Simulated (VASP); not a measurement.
Write the native input for VASP 6.6.1 that does the following.

* Task: single point
* Functional: HSE06
* Potentials or basis: VASP PAW PBE potentials, release 64 (In_d, P)
* Cutoff: 520 eV
* k mesh: 4 × 4 × 4
* Occupations: fermi-dirac, width 0.05 eV
* Spin: no spin polarisation
* Dipole correction: no
* Grid for exact exchange (PRECFOCK): Normal
* Further INCAR settings: ALGO = Normal; EDIFF = 1e-06; NBANDS = 16
* Share of exact exchange: 0.25
* Screening parameter: 0.2079 1/Å

InP:

```xyz
2
Lattice="0.0000 2.9108 2.9108 2.9108 0.0000 2.9108 2.9108 2.9108 0.0000" Properties=species:S:1:pos:R:3 pbc="T T T"
In    0.0000    0.0000    0.0000
P     4.3662    4.3662    4.3662
```

These files were run (other wordings do the same):

POSCAR

```
InP
1.0
    0.0000000000      2.9108316221      2.9108316221
    2.9108316221      0.0000000000      2.9108316221
    2.9108316221      2.9108316221      0.0000000000
In P
1 1
Direct
    0.0000000000      0.0000000000      0.0000000000
    0.7500000000      0.7500000000      0.7500000000
```

INCAR.step1

```
SYSTEM = InP
ALGO     = Normal         ! electronic algorithm
EDIFF    = 1E-5           ! SCF threshold, eV
ENCUT    = 520            ! plane-wave cutoff, eV
GGA      = PE             ! functional
ISIF     = 2              ! what is computed and relaxed
ISMEAR   = -1             ! smearing method
LASPH    = .True.         ! aspherical terms in the spheres
LCHARG   = .False.        ! write CHGCAR
LREAL    = .False.        ! projectors in reciprocal space
LWAVE    = .True.         ! write WAVECAR
NBANDS   = 16             ! bands
NELM     = 60             ! most SCF steps
PREC     = Accurate       ! precision mode
SIGMA    = 0.05           ! smearing width, eV
```

INCAR.step2

```
SYSTEM = InP
ALGO     = Normal         ! electronic algorithm
EDIFF    = 1E-6           ! SCF threshold, eV
ENCUT    = 520            ! plane-wave cutoff, eV
GGA      = PE             ! functional
HFSCREEN = 0.2079         ! screening, 1/A
ISIF     = 2              ! what is computed and relaxed
ISMEAR   = -1             ! smearing method
ISTART   = 1            
LASPH    = .True.         ! aspherical terms in the spheres
LCHARG   = .False.        ! write CHGCAR
LHFCALC  = .True.         ! exact exchange
LREAL    = .False.        ! projectors in reciprocal space
LWAVE    = .False.        ! write WAVECAR
NBANDS   = 16             ! bands
NELM     = 60             ! most SCF steps
PREC     = Accurate       ! precision mode
PRECFOCK = Normal       
SIGMA    = 0.05           ! smearing width, eV
```

KPOINTS

```
k-points
0
Gamma
  4 4 4
  0 0 0
```

Potentials or basis: VASP PAW PBE potentials, release 64 (In_d, P).

The run is started by

```console
$ cat potpaw_PBE.64/In_d/POTCAR potpaw_PBE.64/P/POTCAR > POTCAR
$ cp INCAR.step1 INCAR
$ mpirun -np 1 vasp_std > vasp.out
$ cp INCAR.step2 INCAR
$ mpirun -np 1 vasp_std > vasp.out
```

It gave:

| Property | Result |
| --- | --- |
| Pressure | 3.2 GPa |
| Band gap on the k mesh | 1.66 eV |

Caveat: the k points lie up to 0.47 Å⁻¹ apart; the PAW data sets were made with another functional, which shifts forces and pressure a little; spin-orbit coupling is left out, which moves the levels of the heavy elements.

It took 3.9 min on 1 thread of Intel(R) Xeon(R) 6975P-C (Granite Rapids), with other jobs on the host, peak memory 0.28 GiB.
